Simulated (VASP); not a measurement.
Runs of VASP 6.6.1 on AlN. The structure is that of space group Fm-3m (No. 225), or close to it. The cells are those of the table. 

```tsv
cell	gap on the mesh (eV)	pressure (GPa)
a = 2.848 Å, angles 60.0°, 2 atoms	(a)	(c)
a = 2.655 Å, angles 60.0°, 2 atoms	4.63	91.1
a = 2.699 Å, angles 60.0°, 2 atoms	4.76	(b)
a = 2.741 Å, angles 60.0°, 2 atoms	4.88	43.3
a = 2.860 Å, angles 60.0°, 2 atoms	4.54	-0.1
```

Alike in all rows: task single point; level PBEsol; potentials or basis VASP PAW PBE potentials, release 64 (Al, N); no spin polarisation; k mesh 10 × 10 × 10; cutoff (eV) 520; smearing gaussian 0.05 eV.

**Question.** Estimate the missing entries.

**Answer.** (a) 4.66; (b) 64.7; (c) 3.3.

Caveats: the PAW data sets were made with another functional, which shifts forces and pressure a little.

A k mesh can miss the band edges.
